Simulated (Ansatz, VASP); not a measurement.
B: VASP beside Ansatz

```
B
1.0
     2.45895    1.41968    4.19350
    -2.45895    1.41968    4.19350
     0.00000   -2.83935    4.19350
B
12
Direct
  0.01019 0.65361 0.01019
  0.01019 0.01019 0.65361
  0.65361 0.01019 0.01019
  0.98981 0.34639 0.98981
  0.34639 0.98981 0.98981
  0.98981 0.98981 0.34639
  0.22118 0.63060 0.22118
  0.22118 0.22118 0.63060
  0.63060 0.22118 0.22118
  0.77882 0.36940 0.77882
  0.36940 0.77882 0.77882
  0.77882 0.77882 0.36940
```

Alike in both runs: task relaxation of cell and atoms; functional LDA; k mesh 6 × 6 × 6; no spin polarisation.

|  | VASP | Ansatz |
| --- | --- | --- |
| version | VASP 6.6.1 | Ansatz 0.2.0 |
| potentials or method | VASP PAW LDA potentials, release 64 (B) | scalar-relativistic, plane waves, PAW |
| plane-wave cutoff (eV) | 500 | 420 |
| occupations | gaussian, width 0.01 eV | fixed |
| valence electrons in the cell | 36 | 36 |

Ansatz gave:

- relaxed volume (Å³/atom): 6.99
- relaxed cell length with the largest relative difference (Å): 4.988

**Question.** Estimate VASP's values.

**Answer.** Relaxed volume (Å³/atom): 7.00; relaxed cell length with the largest relative difference (Å): 4.990.

LDA's correlation is that of Perdew and Zunger in VASP and of Perdew and Wang (1992) in Ansatz.
